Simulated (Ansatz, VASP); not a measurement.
**Se in VASP and in Ansatz**

```
Se
1.0
     3.13603    0.00000    0.00000
    -1.56802    2.71588    0.00000
     0.00000    0.00000    5.12114
Se
2
Cartesian
  0.0000 1.8106 1.2803
  1.5680 0.9053 3.8409
```

Alike in both runs: task relaxation of cell and atoms; functional PBE; k mesh 12 × 12 × 6; occupations fermi-dirac, width 0.1 eV; no spin polarisation.

```csv
,VASP,Ansatz
version,VASP 6.6.1,Ansatz 0.2.0
potentials or method,"VASP PAW PBE potentials, release 64 (Se), cutoff 600 eV","plane waves (420 eV) with PAW, scalar-relativistic"
valence electrons in the cell,12,32
```

|  | VASP | Ansatz | Ansatz less VASP |
| --- | --- | --- | --- |
| relaxed volume (Å³/atom) | 22.36 | 22.35 | -0.014 |
| relaxed length of the cell vector where the two differ most in proportion (Å) | 3.849 | 3.848 | -0.0010 |

VASP's potentials hold 12 valence electrons a cell and Ansatz's 32, so a difference there can come from the potentials and not from the codes.
